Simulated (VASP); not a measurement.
ZnS: single point with LDA

Crystal: ZnS.

```
Zn S
1.0
     3.61732    0.00000    0.00000
    -1.80866    3.13269    0.00000
     0.00000    0.00000    5.97104
Zn S
2 2
Direct
  0.33333 0.66667 0.00638
  0.66667 0.33333 0.50638
  0.33333 0.66667 0.37862
  0.66667 0.33333 0.87862
```

```yaml
Program: VASP 6.6.1
Task: single point
Functional: LDA
Potentials_or_basis: VASP PAW LDA potentials, release 64 (Zn, S)
Cutoff: 520 eV
k_mesh: 6 × 6 × 4
Occupations: gaussian, width 0.01 eV
Spin: no spin polarisation
```

```json
{
 "Pressure": "10.4 GPa",
 "Band gap on the k mesh": "2.66 eV, direct"
}
```

Forces in eV/Å, atoms in the order of the input:
```
Zn   0.000  0.000  0.002
Zn   0.000  0.000  0.002
S    0.000  0.000 -0.002
S    0.000  0.000 -0.002
```

Levels at points of the mesh, in eV from the valence-band top:
| k point | band 16 | band 17 | band 18 | band 19 | band 20 | band 21 |
| --- | --- | --- | --- | --- | --- | --- |
| (0.00, 0.00, 0.00) | -0.15 | 0.00 | 0.00 | 2.66 | 3.22 | 6.04 |
| (0.50, 0.00, 0.00) | -2.85 | -2.26 | -1.13 | 3.30 | 4.40 | 4.76 |
| (0.00, 0.00, 0.50) | -0.60 | -0.60 | -0.60 | 3.79 | 3.79 | 6.55 |
| (0.50, 0.00, 0.50) | -2.11 | -2.06 | -2.06 | 3.29 | 3.29 | 4.92 |

It took 25 s on 1 thread of Intel(R) Xeon(R) Platinum 8488C (Sapphire Rapids) (shared host), peak memory 0.17 GiB.

As with any semilocal functional, this LDA gap is likely too small.
